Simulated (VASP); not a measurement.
Wanted: the native input for a VASP 6.6.1 run.

* Task: relaxation of cell and atoms
* Functional: revPBE
* Dispersion: D4
* Potentials or basis: VASP PAW PBE potentials, release 64 (Pb_d, Te)
* Cutoff: 600 eV
* k mesh: 7 × 7 × 7
* Occupations: fermi-dirac, width 0.05 eV
* Spin: no spin polarisation
* Dipole correction: no
* Further INCAR settings: ALGO = Normal; EDIFF = 1e-06; IBRION = 2; EDIFFG = -0.02; NSW = 80; ISIF = 3

The structure of TePb lies in POSCAR:

```
TePb
1.0
    4.0022870000      0.0000000000      0.0000000000
    0.0000000000      4.0022870000      0.0000000000
    0.0000000000      0.0000000000      4.0022870000
Pb Te
1 1
Direct
    0.0000000000      0.0000000000      0.0000000000
    0.5000000000      0.5000000000      0.5000000000
```

The input as run:

INCAR

```
SYSTEM = TePb
ALGO = Normal
EDIFF = 1E-6
EDIFFG = -0.02
ENCUT = 600
GGA = RE
IBRION = 2
ISIF = 3
ISMEAR = -1
IVDW = 13
LASPH = .TRUE.
LCHARG = .FALSE.
LREAL = .FALSE.
LWAVE = .FALSE.
NELM = 80
NSW = 80
PREC = Accurate
SIGMA = 0.05
```

KPOINTS

```
k-points
0
G
  7 7 7
  0 0 0
```

Potentials or basis: VASP PAW PBE potentials, release 64 (Pb_d, Te).

Launch:

```sh
$ cat potpaw_PBE.64/Pb_d/POTCAR potpaw_PBE.64/Te/POTCAR > POTCAR
$ mpirun -np 1 vasp_std > vasp.out
```

Results of the run:

```
Relaxed volume                         : 32.44 Å³/atom
Relaxed cell                           : a = 4.018 Å, b = 4.018 Å, c = 4.018 Å, α = 90.00°, β = 90.00°, γ = 90.00°
Space group after relaxing (to 0.05 Å) : Pm-3m (No. 221)
Energy gained by relaxing              : 6.6 meV/atom
Ionic steps                            : 9
Pressure after relaxing                : 0.0 GPa
Band gap on the k mesh                 : zero (band 10 reaches 6.51 eV, above the bottom of band 11 at 5.77 eV)
Dispersion energy per atom             : -0.726 eV
```

Caveat: the PAW data sets were made with another functional, which shifts forces and pressure a little; spin-orbit coupling is left out, which moves the levels of the heavy elements; pairwise dispersion overbinds metals, which lowers pressure and volume.

Run time: 42 s on 1 thread of Intel(R) Xeon(R) 6975P-C (Granite Rapids), with other jobs on the host, peak memory 0.2 GiB.
